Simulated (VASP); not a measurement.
Wanted: the native input for a VASP 6.6.1 run.

| Quantity | Value |
| --- | --- |
| Task | single point |
| Functional | PBEsol |
| Potentials or basis | VASP PAW PBE potentials, release 64 (Ti_sv, Si) |
| Cutoff | 520 eV |
| k mesh | 8 × 8 × 8 |
| Occupations | gaussian, width 0.1 eV |
| Spin | no spin polarisation |
| Dipole correction | no |
| Further INCAR settings | ALGO = Normal; EDIFF = 1e-06; NBANDS = 15 |

The structure of TiSi lies in POSCAR:

```
TiSi
1.0
    0.0000000000      2.5166254568      2.5166254568
    2.5166254568      0.0000000000      2.5166254568
    2.5166254568      2.5166254568      0.0000000000
Ti Si
1 1
Direct
    0.0000000000      0.0000000000      0.0000000000
    0.5000000000      0.5000000000      0.5000000000
```

One way to write it, as run:

INCAR

```
SYSTEM = TiSi
ALGO = Normal
EDIFF = 1E-6
ENCUT = 520
GGA = PS
ISIF = 2
ISMEAR = 0
LASPH = .TRUE.
LCHARG = .TRUE.
LELF = .TRUE.
LREAL = .FALSE.
LVHAR = .TRUE.
LWAVE = .FALSE.
NBANDS = 15
NELM = 80
PREC = Accurate
SIGMA = 0.1
```

KPOINTS

```
k-points
0
G
  8 8 8
  0 0 0
```

Potentials or basis: VASP PAW PBE potentials, release 64 (Ti_sv, Si).

Launch:

```bash
$ cat potpaw_PBE.64/Ti_sv/POTCAR potpaw_PBE.64/Si/POTCAR > POTCAR
$ mpirun -np 1 vasp_std > vasp.out
```

Results of the run:

| Quantity | Value |
| --- | --- |
| Pressure | 0.4 GPa |
| Band gap on the k mesh | zero (bands 8 and 9 overlap by 0.57 eV) |

Caveat: the PAW data sets were made with another functional, which shifts forces and pressure a little.

Wall time 24 s on 1 thread of Intel Xeon 8259CL, on a shared host, peak memory 0.16 GiB.
